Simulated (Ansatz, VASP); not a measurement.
## SrO in VASP and in Ansatz

```
Sr O
1.0
     0.00000    2.56630    2.56630
     2.56630    0.00000    2.56630
     2.56630    2.56630    0.00000
Sr O
1 1
Direct
  0.50000 0.50000 0.50000
  0.00000 0.00000 0.00000
```

Alike in both runs: task single point; functional PBE; k mesh 9 × 9 × 9; occupations gaussian, width 0.017 eV; no spin polarisation.

|  | VASP | Ansatz |
| --- | --- | --- |
| version | VASP 6.6.1 | Ansatz 0.2.0 |
| potentials or method | VASP PAW PBE potentials, release 64 (Sr_sv, O) | Ansatz PAW |
| plane-wave cutoff (eV) | 520 | 420 |
| valence electrons in the cell | 16 | 16 |

|  | VASP | Ansatz | Ansatz less VASP |
| --- | --- | --- | --- |
| gap on the k mesh at the Fermi level (eV) | 3.32 | 3.37 | +0.049 |
| least direct gap on the mesh (eV) | 3.41 | 3.45 | +0.038 |
| pressure (GPa) | 3.9 | 3.3 | -0.60 |

Noted on Ansatz's run: odd divisions of the mesh miss points on the zone boundary, where band edges often lie, so the gap on the mesh can be too wide.
